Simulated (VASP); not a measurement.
A run of VASP 6.6.1 is set up as follows.

Contents of POSCAR:

```
TiO2
1.0
    4.6662952931      0.0000000000      0.0000000000
    0.0000000000      4.6662952931      0.0000000000
    0.0000000000      0.0000000000      2.9662369484
Ti O
2 4
Direct
    0.5000000000      0.5000000000      0.0000000000
    0.0000000000      0.0000000000      0.5000000000
    0.6948338994      0.6948338994      0.5000000000
    0.8051661006      0.1948338994      0.0000000000
    0.1948338994      0.8051661006      0.0000000000
    0.3051661006      0.3051661006      0.5000000000
```

File INCAR.step1:

```
ALGO     = Normal         # electronic algorithm
EDIFF    = 1E-4           # SCF threshold, eV
ENCUT    = 520            # plane-wave cutoff, eV
GGA      = PE             # functional
ISMEAR   = 0              # smearing method
LASPH    = True           # aspherical terms in the spheres
LCHARG   = False          # write CHGCAR
LDAU     = True           # DFT+U
LDAUJ    = 0 0          
LDAUL    = 2 -1           # shell
LDAUTYPE = 2            
LDAUU    = 4 0            # U, eV
LMAXMIX  = 4              # l up to which the mixer works
LREAL    = False          # projectors in reciprocal space
LWAVE    = True           # write WAVECAR
NBANDS   = 33             # bands
NELM     = 150            # most SCF steps
PREC     = Accurate       # precision mode
SIGMA    = 0.02           # smearing width, eV
```

File INCAR.step2:

```
ALGO     = Normal         # electronic algorithm
EDIFF    = 1E-6           # SCF threshold, eV
ENCUT    = 520            # plane-wave cutoff, eV
ISIF     = 2              # what is computed and relaxed
ISMEAR   = 0              # smearing method
ISTART   = 1            
LASPH    = True           # aspherical terms in the spheres
LCHARG   = False          # write CHGCAR
LDAU     = True           # DFT+U
LDAUJ    = 0 0          
LDAUL    = 2 -1           # shell
LDAUPRINT= 1            
LDAUTYPE = 2            
LDAUU    = 4 0            # U, eV
LMAXMIX  = 4              # l up to which the mixer works
LMIXTAU  = True         
LREAL    = False          # projectors in reciprocal space
LWAVE    = False          # write WAVECAR
METAGGA  = R2SCAN         # meta-GGA
NBANDS   = 33             # bands
NELM     = 150            # most SCF steps
PREC     = Accurate       # precision mode
SIGMA    = 0.02           # smearing width, eV
```

KPOINTS

```
k-points
0
Gamma
  6 6 8
```

Potentials or basis: VASP PAW PBE potentials, release 64 (Ti_sv, O).

Command:

```console
$ cat potpaw_PBE.64/Ti_sv/POTCAR potpaw_PBE.64/O/POTCAR > POTCAR
$ cp INCAR.step1 INCAR
$ mpirun -np 1 vasp_std > vasp.out
$ cp INCAR.step2 INCAR
$ mpirun -np 1 vasp_std > vasp.out
```

What does it give for the pressure?

0.6 GPa.

What does it give for the band gap on the k mesh?

2.73 eV (least direct gap 2.75 eV).

Predict the largest force.

0.088 eV/Å.

Eigenvalues of the final occupation matrices:
```csv
site,spin,trace,eigenvalues
site 1 d,1,0.75,0.07 0.09 0.09 0.23 0.27
site 1 d,2,0.75,0.07 0.09 0.09 0.23 0.27
site 2 d,1,0.75,0.07 0.09 0.09 0.23 0.27
site 2 d,2,0.75,0.07 0.09 0.09 0.23 0.27
```

Caveat: the cell differs from its parent crystal (biaxial strain in the a-b plane: +1.5 %); the PAW data sets were made with another functional, which shifts forces and pressure a little. A k mesh can miss the band edges.
